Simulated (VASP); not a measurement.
Here is a VASP 6.6.1 calculation.

INCAR

```
ALGO = Normal
EDIFF = 1E-6
ENCUT = 520
GGA = PE
ISIF = 2
ISMEAR = 0
LASPH = True
LCHARG = False
LREAL = False
LWAVE = False
NBANDS = 22
NELM = 60
PREC = Accurate
SIGMA = 0.03
```

KPOINTS

```
k-points
0
Gamma
  7 7 3
```

The input POSCAR:

```
Br
1.0
    3.3632500000     -2.3225500000      0.0000000000
    3.3632500000      2.3225500000      0.0000000000
    0.0000000000      0.0000000000      8.7023000000
Br
4
Direct
    0.3651000000      0.6349000000      0.3901000000
    0.1349000000      0.8651000000      0.8901000000
    0.6349000000      0.3651000000      0.6099000000
    0.8651000000      0.1349000000      0.1099000000
```

Potentials or basis: VASP PAW PBE potentials, release 64 (Br).

Launch:

```bash
$ cat potpaw_PBE.64/Br/POTCAR > POTCAR
$ mpirun -np 1 vasp_std > vasp.out
```

Q: Predict the pressure.

A: 1.9 GPa.

Q: What does it give for the largest force?

A: 0.882 eV/Å.

Q: Predict the band gap on the k mesh.

A: 1.90 eV, indirect (least direct gap 1.92 eV).

Stress tensor (GPa, compression positive):
```
1.21 0.00 0.00
0.00 1.29 0.00
0.00 0.00 3.05
```

A k mesh can miss the band edges.
